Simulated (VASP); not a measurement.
# KCl in VASP: further runs

KCl is run at these levels: PBE; tasks: electric field gradients.

Program: VASP 6.6.1. These are calculated values, not measurements. Logs are shortened: lines on timing, memory, paths and dates and some standing lists are left out, and cuts for length are marked.

## (1) The cell of the first run

It takes space group R3m (No. 160, trigonal). The conventional cell has a = 4.463 Å, b = 4.463 Å, c = 10.933 Å, α = 90.00°, β = 90.00°, γ = 120.00°. K (site symmetry 3m) has 6 Cl at 3.11 to 3.20 Å within 4.1 Å. Within 4.1 Å of Cl (site symmetry 3m) lie 6 K at 3.11 to 3.20 Å.

## (2) Electric field gradients, PBE (atom 2 (Cl) moved by [0.046188, 0.046188, 0.046188] A)

INCAR reads:

```
SYSTEM = KCl
PREC = Accurate ; ENCUT = 520
EDIFF = 1E-8 ; ISMEAR = -1
SIGMA = 0.03 ; LREAL = .FALSE.
LASPH = .TRUE. ; NELM = 100
ALGO = Normal ; ISIF = 2
LWAVE = .FALSE. ; LCHARG = .FALSE.
GGA = PE ; LEFG = .TRUE.
NBANDS = 15
```

KPOINTS reads:

```
Automatic mesh
0
G
  7 7 7
  0 0 0
```

POSCAR reads:

```
KCl
1.0
    0.0000000000      3.1561000000      3.1561000000
    3.1561000000      0.0000000000      3.1561000000
    3.1561000000      3.1561000000      0.0000000000
K Cl
1 1
Direct
    0.0000000000      0.0000000000      0.0000000000
    0.5073172586      0.5073172586      0.5073172586
```

Potentials or basis: VASP PAW PBE potentials, release 64 (K_sv, Cl).

Launch:

```sh
cat potpaw_PBE.64/K_sv/POTCAR potpaw_PBE.64/Cl/POTCAR > POTCAR
mpirun -np 1 vasp_std > vasp.out
```

OUTCAR:

```text
SYSTEM = KCl
   PREC = Accurate
   ENCUT = 520
   EDIFF = 1E-8
   ISMEAR = -1
   LREAL = .FALSE.
   LASPH = .TRUE.
   NELM = 100
   ISIF = 2
   GGA = PE

 ion  position               nearest neighbor table
   1  0.000  0.000  0.000-   2 3.11   2 3.11   2 3.11   2 3.20   2 3.20   2 3.20
   2  0.507  0.507  0.507-   1 3.11   1 3.11   1 3.11   1 3.20   1 3.20   1 3.20

  LATTYP: Found a face centered cubic cell.
 ALAT       =     6.3122000000

  Lattice vectors:

 A1 = (   0.0000000000,   3.1561000000,   3.1561000000)
 A2 = (   3.1561000000,   0.0000000000,   3.1561000000)
 A3 = (   3.1561000000,   3.1561000000,   0.0000000000)

Analysis of symmetry for initial positions (statically):
=====================================================================
 Subroutine PRICEL returns:
 Original cell was already a primitive cell.

 Routine SETGRP: Setting up the symmetry group for a
 face centered cubic supercell.

 Subroutine GETGRP returns: Found  6 space group operations
 (whereof  6 operations were pure point group operations)
 out of a pool of 48 trial point group operations.

The static configuration has the point symmetry C_3v.

Analysis of symmetry for dynamics (positions and initial velocities):
=====================================================================
 Subroutine PRICEL returns:
 Original cell was already a primitive cell.

 Routine SETGRP: Setting up the symmetry group for a
 face centered cubic supercell.

 Subroutine GETGRP returns: Found  6 space group operations
 (whereof  6 operations were pure point group operations)
 out of a pool of 48 trial point group operations.

The dynamic configuration has the point symmetry C_3v.

 Subroutine INISYM returns: Found  6 space group operations
 (whereof  6 operations are pure point group operations),
 and found     1 'primitive' translations

----------------------------------------------------------------------------------------

                                     Primitive cell

  volume of cell :      62.8756

  direct lattice vectors                    reciprocal lattice vectors
     0.000000000  3.156100000  3.156100000    -0.158423371  0.158423371  0.158423371
     3.156100000  0.000000000  3.156100000     0.158423371 -0.158423371  0.158423371
     3.156100000  3.156100000  0.000000000     0.158423371  0.158423371 -0.158423371

  length of vectors
     4.463399424  4.463399424  4.463399424     0.274397327  0.274397327  0.274397327

  position of ions in fractional coordinates (direct lattice)
     0.000000000  0.000000000  0.000000000
     0.507317259  0.507317259  0.507317259

  ion indices of the primitive-cell ions
   primitive index   ion index
                 1           1
                 2           2

----------------------------------------------------------------------------------------

 KPOINTS: Automatic mesh

Automatic generation of k-mesh.
 Grid dimensions read from file:
 generate k-points for:    7    7    7

 Generating k-lattice:

  Cartesian coordinates                     Fractional coordinates (reciprocal lattice)
    -0.022631910  0.022631910  0.022631910     0.142857143  0.000000000  0.000000000
     0.022631910 -0.022631910  0.022631910     0.000000000  0.142857143  0.000000000
     0.022631910  0.022631910 -0.022631910     0.000000000  0.000000000  0.142857143

  Length of vectors
     0.039199618  0.039199618  0.039199618

  Shift w.r.t. Gamma in fractional coordinates (k-lattice)
     0.000000000  0.000000000  0.000000000

 Subroutine IBZKPT returns following result:
 ===========================================

 Found     44 irreducible k-points:

 Following reciprocal coordinates:
            Coordinates               Weight
  0.000000  0.000000  0.000000      1.000000
  0.142857  0.000000  0.000000      6.000000
  0.142857  0.142857  0.142857      2.000000
  0.285714  0.000000  0.000000      6.000000
  0.285714  0.285714  0.285714      2.000000
  0.428571  0.000000  0.000000      6.000000
[... 16 lines left out ...]
  0.285714  0.285714  0.000000      6.000000
  0.428571  0.285714  0.000000     12.000000
 [... further k-points ...]
   k-points           NKPTS =     44   k-points in BZ     NKDIM =     44   number of bands    NBANDS=     15
   number of dos      NEDOS =    301   number of ions     NIONS =      2
   total plane-waves  NPLWV =  46656
   dimension x,y,z NGX =    36 NGY =   36 NGZ =   36
   dimension x,y,z NGXF=    72 NGYF=   72 NGZF=   72
   ions per type =               1   1
   NGX,Y,Z   is equivalent  to a cutoff of  13.41, 13.41, 13.41 a.u.
   NGXF,Y,Z  is equivalent  to a cutoff of  26.82, 26.82, 26.82 a.u.
 SYSTEM =  KCl
   PREC   = accura    normal or accurate (medium, high low for compatibility)
   ISTART =      0    job   : 0-new  1-cont  2-samecut
   ICHARG =      2    charge: 1-file 2-atom 10-const
   ISPIN  =      1    spin polarized calculation?
   LNONCOLLINEAR =      F non collinear calculations
   LSORBIT =      F    spin-orbit coupling
   LASPH  =      T    aspherical Exc in radial PAW
   ENCUT  =  520.0 eV  38.22 Ry    6.18 a.u.   8.30  8.30  8.30*2*pi/ulx,y,z
   NELM   =    100;   NELMIN=  2; NELMDL= -5     # of ELM steps
   EDIFF  = 0.1E-07   stopping-criterion for ELM
   LREAL  =      F    real-space projection
   EDIFFG = 0.1E-06   stopping-criterion for IOM
   NSW    =      0    number of steps for IOM
   IBRION =     -1    ionic relax: 0-MD 1-quasi-New 2-CG
   NFREE  =      0    steps in history (QN), initial steepest desc. (CG)
   ISIF   =      2    stress and relaxation
   ISYM   =      2    0-nonsym 1-usesym 2-fastsym
   POTIM  = 0.5000    time-step for ionic-motion
   TEBEG  =    0.0;   TEEND  =   0.0 temperature during run
   PSTRESS=    0.0 pullay stress
   NELECT =      16.0000    total number of electrons
   NUPDOWN=      -1.0000    fix difference up-down
   EMIN   =  10.00;   EMAX   =-10.00  energy-range for DOS
   EFERMI =   0.00;   METHOD = LEGACY
   ISMEAR =    -1;   SIGMA  =   0.03  broadening in eV -4-tet -1-fermi 0-gaus
   EFERMI_NEDOS =   21; number of points for ismear=-14 and -15
   IALGO  =     38    algorithm
   IMIX   =      4    mixing-type and parameters
     AMIX     =   0.40;   BMIX     =  1.00
     AMIX_MAG =   1.60;   BMIX_MAG =  1.00
  volume/ion in A,a.u.               =      31.44       212.15
  Fermi-wavevector in a.u.,A,eV,Ry     =   1.037419  1.960437 14.643101  1.076238
  Thomas-Fermi vector in A             =   2.171856
   LORBIT       =      0    0 simple, 1 ext, 2 COOP (PROOUT), +10 PAW based schemes
   GGA     = PE    functional components
   LHFCALC =     F    Hartree Fock is set to
   AEXX    =    0.0000 exact exchange contribution
   IVDW    =     0    specifies the selected vdW correction
   LEPSILON=     F    determine dielectric tensor
   LRPA    =     F    only Hartree local field effects (RPA)
 non-spin polarized calculation
  energy-cutoff  :      520.00
  volume of cell :       62.88
 maximum number of plane-waves:      1716
 NGX is ok and might be reduce to    36
   NGX = 17   NGY = 17   NGZ = 17

 number of electron      15.9999998 magnetization

 Free energy of the ion-electron system (eV)
  ---------------------------------------------------
  ext. energy  EPLUGINS =         0.00000000
  ---------------------------------------------------
  free energy    TOTEN  =        -6.80239111 eV

  energy without entropy =       -6.80239111  energy(sigma->0) =       -6.80239111

 E-fermi :  -1.1677     XC(G=0):  -7.5007

 val. band max:       -1.8803236989   @ k =   0.0000   0.0000   0.0000
 cond. band min:       3.2765851064   @ k =   0.0000   0.0000   0.0000
 fundamental gap:      5.1569088053
 Fermi energy:        -1.1677204074

 k-point     1 :       0.0000    0.0000    0.0000
  band No.  band energies     occupation
      1     -29.0966      2.00000
      2     -13.9883      2.00000
      3     -12.5576      2.00000
      4     -12.5576      2.00000
      5     -12.5558      2.00000
      6      -1.8811      2.00000
      7      -1.8811      2.00000
      8      -1.8803      2.00000
      9       3.2766      0.00000
     10       6.4986      0.00000
     11       6.4986      0.00000
     12       6.5121      0.00000
     13       7.3773      0.00000
     14       7.3773      0.00000
[... 401 lines left out ...]
      2     -14.0066      2.00000
      3     -12.6135      2.00000
      4     -12.5970      2.00000
      5     -12.5162      2.00000
      6      -2.5875      2.00000
      7      -2.1632      2.00000
      8      -2.0973      2.00000
      9       5.1517      0.00000
     10       5.8821      0.00000
     11       8.3387      0.00000
     12       8.4115      0.00000
     13       8.9264      0.00000
     14       9.1295      0.00000
     15       9.6761      0.00000

 [... further k-points ...]

------------------------ aborting loop because EDIFF is reached ----------------------------------------

  FORCE on cell =-STRESS in cart. coord.  units (eV):
  Direction    XX          YY          ZZ          XY          YZ          ZX
  --------------------------------------------------------------------------------------
  -------------------------------------------------------------------------------------
  Total        0.2521142      0.2521142      0.2521142     -0.0049408     -0.0049408     -0.0049408
  in kB        6.4242963      6.4242963      6.4242963     -0.1259004     -0.1259004     -0.1259004
  external PRESSURE =       6.4242963 kB  Pullay stress =       0.0000000 kB

 VOLUME and BASIS-vectors are now :
 -----------------------------------------------------------------------------
  energy-cutoff  :      520.00
  volume of cell :       62.88
      direct lattice vectors                 reciprocal lattice vectors
     0.000000000  3.156100000  3.156100000    -0.158423371  0.158423371  0.158423371
     3.156100000  0.000000000  3.156100000     0.158423371 -0.158423371  0.158423371
     3.156100000  3.156100000  0.000000000     0.158423371  0.158423371 -0.158423371

 POSITION                                       TOTAL-FORCE (eV/Angst)
 -----------------------------------------------------------------------------------
      0.00000      0.00000      0.00000         0.059534      0.059534      0.059534
      3.20229      3.20229      3.20229        -0.059534     -0.059534     -0.059534
 -----------------------------------------------------------------------------------
    total drift:                                0.000031      0.000031      0.000031

  FREE ENERGIE OF THE ION-ELECTRON SYSTEM (eV)
  ---------------------------------------------------
  free  energy   TOTEN  =        -6.8023911117 eV

  energy  without entropy=       -6.8023911117  energy(sigma->0) =       -6.80239111

 Electric field gradients (V/A^2)
---------------------------------------------------------------------
 ion       V_xx      V_yy      V_zz      V_xy      V_xz      V_yz
---------------------------------------------------------------------
   1       0.000    -0.000    -0.000     0.140     0.140     0.140
   2       0.000     0.000    -0.000     0.031     0.031     0.031
---------------------------------------------------------------------

 Electric field gradients after diagonalization (V/A^2)
 (convention: |V_zz| > |V_xx| > |V_yy|)
----------------------------------------------------------------------
 ion       V_xx      V_yy      V_zz     asymmetry (V_yy - V_xx)/ V_zz
----------------------------------------------------------------------
   1      -0.140    -0.140     0.281       0.000
   2      -0.031    -0.031     0.061       0.000
----------------------------------------------------------------------

           NMR quadrupolar parameters

 Cq : quadrupolar parameter    Cq=e*Q*V_zz/h
 eta: asymmetry parameters     (V_yy - V_xx)/ V_zz
 Q  : nuclear electric quadrupole moment in mb (millibarn)
----------------------------------------------------------------------
 ion       Cq(MHz)       eta       Q (mb)
----------------------------------------------------------------------
   1       0.001       0.000       1.000
   2       0.000       0.000       1.000
----------------------------------------------------------------------
```

Run time: 38 s. Hardware: 1 thread of AMD EPYC 7R13 (Zen 3), shared host; peak memory 0.18 GiB.

What came out:

| Quantity | Value |
| --- | --- |
| Free energy | -6.8024 eV |
| Pressure | 0.6 GPa |
| Largest force | 0.103 eV/Å |
| Band gap on the k mesh | 5.16 eV |
| Largest electric field gradient by atom | K +0.28; Cl +0.06 V/Å² |

Forces on the atoms (eV/Å):
```
K    0.060  0.060  0.060
Cl  -0.060 -0.060 -0.060
```

Levels at points of the mesh, in eV from the valence-band top:
```
           k point  band 4  band 5  band 6  band 7  band 8  band 9  band 10  band 11  band 12  band 13
(0.00, 0.00, 0.00)  -10.68  -10.68    0.00    0.00    0.00    5.16     8.38     8.38     8.39     9.26
```

Caveat: the cell differs from its parent crystal (atom 2 (Cl) moved by [0.046188, 0.046188, 0.046188] A); without QUAD_EFG the Cq values of the log hold for a quadrupole moment of 1 mb, not for the nuclei.

## (3) Electric field gradients, PBE (xy shear strain of +2 %)

INCAR reads:

```
SYSTEM = KCl
PREC = Accurate ; ENCUT = 520
EDIFF = 1E-8 ; ISMEAR = -1
SIGMA = 0.03 ; LREAL = .False.
LASPH = .True. ; NELM = 80
ALGO = Normal ; ISIF = 2
LWAVE = .False. ; LCHARG = .False.
GGA = PE ; LEFG = .True.
NBANDS = 15
```

KPOINTS reads:

```
regular mesh
0
Gamma
  7 7 7
  0 0 0
```

POSCAR reads:

```
KCl
1.0
    0.0315610000      3.1561000000      3.1561000000
    3.1561000000      0.0315610000      3.1561000000
    3.1876610000      3.1876610000      0.0000000000
K Cl
1 1
Direct
    0.0000000000      0.0000000000      0.0000000000
    0.5000000000      0.5000000000      0.5000000000
```

Potentials or basis: VASP PAW PBE potentials, release 64 (K_sv, Cl).

Launch:

```sh
cat potpaw_PBE.64/K_sv/POTCAR potpaw_PBE.64/Cl/POTCAR > POTCAR
mpirun -np 1 vasp_std > vasp.out
```

OUTCAR:

```text
SYSTEM = KCl
   PREC = Accurate
   ENCUT = 520
   EDIFF = 1E-8
   ISMEAR = -1
   LREAL = .False.
   LASPH = .True.
   NELM = 80
   ISIF = 2
   GGA = PE

 ion  position               nearest neighbor table
   1  0.000  0.000  0.000-   2 3.16   2 3.16   2 3.16   2 3.16   2 3.16   2 3.16
   2  0.500  0.500  0.500-   1 3.16   1 3.16   1 3.16   1 3.16   1 3.16   1 3.16

  LATTYP: Found a body centered orthorhombic cell.
 ALAT       =     4.4187654300
 B/A-ratio  =     1.0202020202
 C/A-ratio  =     1.4284985479

  Lattice vectors:

 A1 = (   3.1561000000,   0.0315610000,  -3.1561000000)
[... 646 lines left out ...]
  free  energy   TOTEN  =        -6.8059894258 eV

  energy  without entropy=       -6.8059894258  energy(sigma->0) =       -6.80598943

 Electric field gradients (V/A^2)
---------------------------------------------------------------------
 ion       V_xx      V_yy      V_zz      V_xy      V_xz      V_yz
---------------------------------------------------------------------
   1       0.012     0.012    -0.025    -1.151    -0.000    -0.000
   2      -0.012    -0.012     0.025     1.371    -0.000    -0.000
---------------------------------------------------------------------

 Electric field gradients after diagonalization (V/A^2)
 (convention: |V_zz| > |V_xx| > |V_yy|)
----------------------------------------------------------------------
 ion       V_xx      V_yy      V_zz     asymmetry (V_yy - V_xx)/ V_zz
----------------------------------------------------------------------
   1      -1.139    -0.025     1.164       0.957
   2       1.358     0.025    -1.383       0.964
----------------------------------------------------------------------

           NMR quadrupolar parameters

 Cq : quadrupolar parameter    Cq=e*Q*V_zz/h
 eta: asymmetry parameters     (V_yy - V_xx)/ V_zz
 Q  : nuclear electric quadrupole moment in mb (millibarn)
----------------------------------------------------------------------
 ion       Cq(MHz)       eta       Q (mb)
----------------------------------------------------------------------
   1       0.003       0.957       1.000
   2      -0.003       0.964       1.000
----------------------------------------------------------------------
```

stdout:

```text
POSCAR found type information on POSCAR K Cl
 POSCAR found :  2 types and       2 ions
 scaLAPACK will be used
 LDA part: xc-table for (Slater+PW92), standard interpolation
 POSCAR, INCAR and KPOINTS ok, starting setup
 FFT: planning ... GRIDC
 FFT: planning ... GRID_SOFT
 FFT: planning ... GRID
 WAVECAR not read
 entering main loop
ion   1

ion   2
```

Wall time 52 s (1 thread of AMD EPYC 7R13 (Zen 3), shared host); peak memory 0.2 GiB.

What came out:

```
Free energy                             : -6.8060 eV
Pressure                                : 0.6 GPa
Band gap on the k mesh                  : 5.14 eV
Largest electric field gradient by atom : K +1.2; Cl -1.4 V/Å²
```

Stress tensor (GPa, compression positive):
```
 0.60 -0.13  0.00
-0.13  0.60  0.00
 0.00  0.00  0.60
```

Electric field gradients, principal values (V/Å²):
```tsv
atom	least	middle	greatest (by size)
1 K	-0.025	-1.139	1.164
2 Cl	0.025	1.358	-1.383
```

Caveat: the cell differs from its parent crystal (xy shear strain of +2 %); without QUAD_EFG the Cq values of the log hold for a quadrupole moment of 1 mb, not for the nuclei.
